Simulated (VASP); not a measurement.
Nb, 1 atom in the cell. The structure is hexagonal, space group P6/mmm (No. 191). Conventional cell: a = 2.841 Å, b = 2.841 Å, c = 2.655 Å, α = 90.00°, β = 90.00°, γ = 120.00°. Nb (site symmetry 6/mmm) has 8 Nb at 2.65 to 2.84 Å within 3.5 Å. This isn't the form of Nb at room conditions, which is bcc.

```yaml
Program: VASP 6.6.1
Task: single point
Functional: r2SCAN
Potentials_or_basis: VASP PAW PBE potentials, release 64 (Nb_sv)
Cutoff: 520 eV
k_mesh: 9 × 9 × 6
Occupations: gaussian, width 0.1 eV
Spin: no spin polarisation
Dipole_correction: no
Further_INCAR_settings: ALGO = Normal; EDIFF = 1e-06; NBANDS = 12
```

Potentials or basis: VASP PAW PBE potentials, release 64 (Nb_sv).

Launch:

```console
$ cat potpaw_PBE.64/Nb_sv/POTCAR > POTCAR
$ cp INCAR.step1 INCAR
$ mpirun -np 1 vasp_std > vasp.out
$ cp INCAR.step2 INCAR
$ mpirun -np 1 vasp_std > vasp.out
```

Hardware: 1 thread of Intel(R) Xeon(R) 6975P-C (Granite Rapids), on a shared host.

Problem. How long does it take, and how much memory?

Solution. Run time: 13 s on 1 thread of Intel(R) Xeon(R) 6975P-C (Granite Rapids), on a shared host, peak memory 0.14 GiB. Counts: k points 48.
